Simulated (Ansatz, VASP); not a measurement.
## Ni: VASP beside Ansatz

```
CELL_PARAMETERS angstrom
0.00000 2.11257 2.11257
2.11257 0.00000 2.11257
2.11257 2.11257 0.00000
ATOMIC_POSITIONS crystal
Ni 0.87500 0.87500 0.87500
Ni 0.12500 0.12500 0.12500
```

Change from the starting cell: volume scaled by 0.6, LAPW.

Alike in both runs: task single point; functional PBEsol; k mesh 14 × 14 × 14; occupations fermi-dirac, width 0.08 eV; collinear spin.

|  | VASP | Ansatz |
| --- | --- | --- |
| version | VASP 6.6.1 | Ansatz 0.2.0 |
| potentials or method | VASP PAW PBE potentials, release 64 (Ni), cutoff 520 eV | all-electron LAPW, scalar-relativistic |

```tsv
	VASP	Ansatz	Ansatz less VASP
pressure (GPa)	167.4	181.3	+13.92
net moment per atom (μB)	0.69	0.72	+0.026
size of the moment on the site where the two differ most (μB)	0.66	0.72	+0.068
```

VASP's potentials were made for PBE, not for PBEsol. Site moments also hang on the region over which each program counts them. Both programs put the cell under a high pressure, so it lies far from rest at this level. Ansatz ran all-electron here, and VASP with PAW potentials.

Noted on VASP's run: the cell as given lies far from equilibrium.
